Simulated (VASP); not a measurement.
# Cu6H in VASP: further runs, part 3 of 3

VASP 6.6.1. Earlier steps stand in the parts before.

## Step 6: Single point, PBE

INCAR reads:

```
  ALGO = Fast
  DIPOL = 0.5 0.5 0.282
  EDIFF = 1E-6
  ENCUT = 520
  GGA = PE
  IDIPOL = 3
  ISIF = 2
  ISMEAR = 0
  LASPH = T
  LCHARG = T
  LDIPOL = T
  LELF = T
  LREAL = F
  LVACPOTAV = T
  LVHAR = T
  LWAVE = F
  NBANDS = 80
  NELM = 60
  PREC = Accurate
  SIGMA = 0.1
```

KPOINTS reads:

```
k-points
0
Gamma
  5 5 1
```

POSCAR reads:

```
Cu6H
1.0
    5.1332392722      0.0000000000      0.0000000000
    0.0000000000      5.1332392722      0.0000000000
    0.0000000000      0.0000000000     21.5289058579
Cu H
12 2
Direct
    0.2500000000      0.2500000000      0.1857967157
    0.2500000000      0.7500000000      0.1857967157
    0.7500000000      0.2500000000      0.1857967157
    0.7500000000      0.7500000000      0.1857967157
    0.0000000000      0.0000000000      0.2677566944
    0.0000000000      0.5000000000      0.2677566944
    0.5000000000      0.0000000000      0.2677566944
    0.5000000000      0.5000000000      0.2677566944
    0.2500000000      0.2500000000      0.3497114952
    0.2500000000      0.7500000000      0.3497114952
    0.7500000000      0.2500000000      0.3497114952
    0.7500000000      0.7500000000      0.3497114952
    0.1866871516      1.0000000000      0.3706136257
    0.3133128484      1.0000000000      0.3706136257
```

Potentials or basis: VASP PAW PBE potentials, release 64 (Cu, H).

Command:

```console
> cat potpaw_PBE.64/Cu/POTCAR potpaw_PBE.64/H/POTCAR > POTCAR
> mpirun -np 1 vasp_std > vasp.out
```

OUTCAR:

```text
EDIFF = 1E-6
   ENCUT = 520
   GGA = PE
   ISIF = 2
   ISMEAR = 0
   LASPH = T
   LREAL = F
   NELM = 60
   PREC = Accurate

 ion  position               nearest neighbor table
   1  0.250  0.250  0.186-   5 2.53   6 2.53   7 2.53   8 2.53   2 2.57   3 2.57   2 2.57   3 2.57

   2  0.250  0.750  0.186-   5 2.53   6 2.53   7 2.53   8 2.53   1 2.57   4 2.57   1 2.57   4 2.57

   3  0.750  0.250  0.186-   5 2.53   6 2.53   7 2.53   8 2.53   1 2.57   4 2.57   4 2.57   1 2.57
[... 4 lines left out ...]
                             6 2.57   7 2.57   6 2.57   7 2.57
   6  0.000  0.500  0.268-   9 2.53  10 2.53  11 2.53  12 2.53   1 2.53   2 2.53   3 2.53   4 2.53
                             5 2.57   8 2.57   5 2.57   8 2.57
   7  0.500  0.000  0.268-   9 2.53  10 2.53  11 2.53  12 2.53   1 2.53   2 2.53   3 2.53   4 2.53
                             5 2.57   8 2.57   8 2.57   5 2.57
   8  0.500  0.500  0.268-   9 2.53  10 2.53  11 2.53  12 2.53   1 2.53   2 2.53   3 2.53   4 2.53
                             6 2.57   7 2.57   7 2.57   6 2.57
[... 960 lines left out ...]
  Direction    XX          YY          ZZ          XY          YZ          ZX
  --------------------------------------------------------------------------------------
  -------------------------------------------------------------------------------------
  Total        5.5462931     11.9976537      4.8210457      0.0000000      0.0000000      0.0000000
  in kB       15.6642072     33.8845662     13.6159158      0.0000000      0.0000000      0.0000000
  external PRESSURE =      21.0548964 kB  Pullay stress =       0.0000000 kB

 VOLUME and BASIS-vectors are now :
 -----------------------------------------------------------------------------
  energy-cutoff  :      520.00
  volume of cell :      567.29
      direct lattice vectors                 reciprocal lattice vectors
     5.133239272  0.000000000  0.000000000     0.194808764  0.000000000  0.000000000
     0.000000000  5.133239272  0.000000000     0.000000000  0.194808764  0.000000000
     0.000000000  0.000000000 21.528905858     0.000000000  0.000000000  0.046449179

 POSITION                                       TOTAL-FORCE (eV/Angst)
 -----------------------------------------------------------------------------------
      1.28331      1.28331      4.00000        -0.000000     -0.029380      0.010264
      1.28331      3.84993      4.00000        -0.000000      0.029380      0.010264
      3.84993      1.28331      4.00000        -0.000000      0.007668     -0.052867
      3.84993      3.84993      4.00000        -0.000000     -0.007668     -0.052867
      0.00000      0.00000      5.76451        -0.329777      0.000000     -0.582025
      0.00000      2.56662      5.76451         0.105864      0.000000     -0.056259
      2.56662      0.00000      5.76451         0.329777      0.000000     -0.582025
      2.56662      2.56662      5.76451        -0.105864      0.000000     -0.056259
      1.28331      1.28331      7.52891         0.000000      6.320120     -1.962026
      1.28331      3.84993      7.52891         0.000000     -6.320120     -1.962026
      3.84993      1.28331      7.52891         0.000000      0.259755     -0.024174
      3.84993      3.84993      7.52891         0.000000     -0.259755     -0.024174
      0.95831      0.00000      7.97891       -10.221421      0.000000      2.667087
      1.60831      0.00000      7.97891        10.221421      0.000000      2.667087
 -----------------------------------------------------------------------------------
    total drift:                               -0.000000      0.000000     -0.002904

  FREE ENERGIE OF THE ION-ELECTRON SYSTEM (eV)
  ---------------------------------------------------
  free  energy   TOTEN  =       -43.1132360223 eV

  energy  without entropy=      -43.1005606413  energy(sigma->0) =      -43.10689833

 vacuum level on the upper side and lower side of the slab         2.995         3.284
```

OSZICAR:

```text
N       E                     dE             d eps       ncg     rms          rms(c)
DAV:   1     0.118533393884E+04    0.11853E+04   -0.55207E+04  1440   0.182E+03
DAV:   2     0.726595246466E+02   -0.11127E+04   -0.10767E+04  1440   0.410E+02
DAV:   3    -0.474743512423E+02   -0.12013E+03   -0.11481E+03  1632   0.193E+02
DAV:   4    -0.531741649845E+02   -0.56998E+01   -0.56167E+01  1704   0.526E+01
[... 20 lines left out ...]
RMM:  25    -0.431132303395E+02   -0.29055E-05   -0.59263E-07   972   0.613E-03    0.572E-04
RMM:  26    -0.431132317941E+02   -0.14546E-05   -0.34321E-07   975   0.359E-03    0.712E-04
RMM:  27    -0.431132341729E+02   -0.23788E-05   -0.22320E-07   945   0.369E-03    0.496E-04
RMM:  28    -0.431132352377E+02   -0.10648E-05   -0.78246E-08   903   0.209E-03    0.158E-04
RMM:  29    -0.431132360223E+02   -0.78461E-06   -0.33239E-08   545   0.966E-04
   1 F= -.43113236E+02 E0= -.43106898E+02  d E =-.126754E-01
```

It took 20 min on 1 thread of Oxide Virtual Turin-like, shared host; peak memory 0.67 GiB.

Results:

```yaml
Free_energy: -43.1132 eV
Largest_force: 10.564 eV/Å
Band_gap_on_the_k_mesh: zero (bands 67 and 68 overlap by 0.41 eV)
```

Forces on the atoms (eV/Å):
```
Cu    0.000  -0.029   0.010
Cu    0.000   0.029   0.010
Cu    0.000   0.008  -0.053
Cu    0.000  -0.008  -0.053
Cu   -0.330   0.000  -0.582
Cu    0.106   0.000  -0.056
Cu    0.330   0.000  -0.582
Cu   -0.106   0.000  -0.056
Cu    0.000   6.320  -1.962
Cu    0.000  -6.320  -1.962
Cu    0.000   0.260  -0.024
Cu    0.000  -0.260  -0.024
H   -10.221   0.000   2.667
H    10.221   0.000   2.667
```

## Step 7: Single point, PBE

INCAR reads:

```
  PREC = Accurate
  ENCUT = 520
  EDIFF = 1E-6
  ISMEAR = 0
  SIGMA = 0.1
  LREAL = F
  LASPH = T
  NELM = 60
  ALGO = Fast
  ISIF = 2
  LWAVE = F
  LCHARG = F
  LDIPOL = T
  IDIPOL = 3
  DIPOL = 0.5 0.5 0.287
  GGA = PE
  NBANDS = 80
```

KPOINTS reads:

```
Automatic mesh
0
Gamma
  5 5 1
```

POSCAR: that of step 6 with these lines changed.

```diff
@@ -20,3 +20,3 @@
     0.7500000000      0.7500000000      0.3497114952
-    0.1866871516      1.0000000000      0.3706136257
-    0.3133128484      1.0000000000      0.3706136257
+    0.1866871516      1.0000000000      0.4003411002
+    0.3133128484      1.0000000000      0.4003411002
```

Command:

```console
> cat potpaw_PBE.64/Cu/POTCAR potpaw_PBE.64/H/POTCAR > POTCAR
> mpirun -np 1 vasp_std > vasp.out
```

Run time: 27 min. Hardware: 1 thread of Oxide Virtual Turin-like, shared host; peak memory 0.68 GiB.

The run converged. Its results:

- Free energy: -45.5383 eV
- Largest force: 7.616 eV/Å
- Band gap on the k mesh: zero (bands 67 and 68 overlap by 0.73 eV)

Forces in eV/Å, atoms in the order of the input:
```
Cu   0.000 -0.027  0.006
Cu   0.000  0.027  0.006
Cu   0.000 -0.003  0.004
Cu   0.000  0.003  0.004
Cu  -0.129  0.000 -0.271
Cu   0.128  0.000  0.050
Cu   0.129  0.000 -0.271
Cu  -0.128  0.000  0.050
Cu   0.000  1.078 -0.600
Cu   0.000 -1.078 -0.600
Cu   0.000  0.184 -0.108
Cu   0.000 -0.184 -0.108
H   -7.561  0.000  0.919
H    7.561  0.000  0.919
```

Levels at points of the mesh, in eV from the Fermi level:
```tsv
k point	band 64	band 65	band 66	band 67	band 68	band 69	band 70	band 71
(0.00, 0.00, 0.00)	-0.85	-0.69	-0.42	-0.42	-0.20	-0.19	0.22	1.31
```

## Step 8: Summary

| cell | gap on the mesh (eV) | largest force (eV/Å) |
| --- | --- | --- |
| as given, atomic positions A | none | 0.59 |
| as given, atomic positions B | none | 1.11 |
| as given, atomic positions C | none | 4.89 |
| as given, atomic positions D | none | 4.81 |
| as given, atomic positions E | none | 10.56 |
| as given, atomic positions F | none | 7.62 |

Alike in all rows: task single point; level PBE; potentials or basis VASP PAW PBE potentials, release 64 (Cu, H); no spin polarisation; k mesh 5 × 5 × 1; cutoff (eV) 520; smearing gaussian 0.1 eV.

Absolute energies hang on the potentials; compare differences alone.
